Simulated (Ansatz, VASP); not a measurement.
Os in VASP and in Ansatz

```
Os
1.0
     0.00000    2.52717    2.52717
     2.52717    0.00000    2.52717
     2.52717    2.52717    0.00000
Os
2
Cartesian
  2.5272 2.5272 2.5272
  3.7907 3.7907 3.7907
```

Alike in both runs: task relaxation of cell and atoms; functional PBE; k mesh 6 × 6 × 6; occupations gaussian, width 0.1 eV; no spin polarisation.

```csv
,VASP,Ansatz
version,VASP 6.6.1,Ansatz 0.2.0
potentials or method,"VASP PAW PBE potentials, release 64 (Os), cutoff 600 eV","scalar-relativistic, plane waves, PAW"
valence electrons in the cell,16,32
```

Ansatz gave:

```
gap on the k mesh at the Fermi level, each at its own relaxed structure (eV) : none
relaxed volume (Å³/atom)                                                     : 21.42
relaxed cell length with the largest relative difference (Å)                 : 3.928
```

Question: Which values does VASP return?

Answer: gap on the k mesh at the Fermi level, each at its own relaxed structure (eV): none; relaxed volume (Å³/atom): 21.28; relaxed cell length with the largest relative difference (Å): 3.919.

A gap of «none» marks a metal or a gap that the smearing closes. VASP's potentials hold 16 valence electrons a cell and Ansatz's 32, so a difference there can come from the potentials and not from the codes.

Neither program's run includes spin-orbit coupling. Noted on VASP's run: the volume moved by over 15 % at a fixed basis, so the end points are rough.
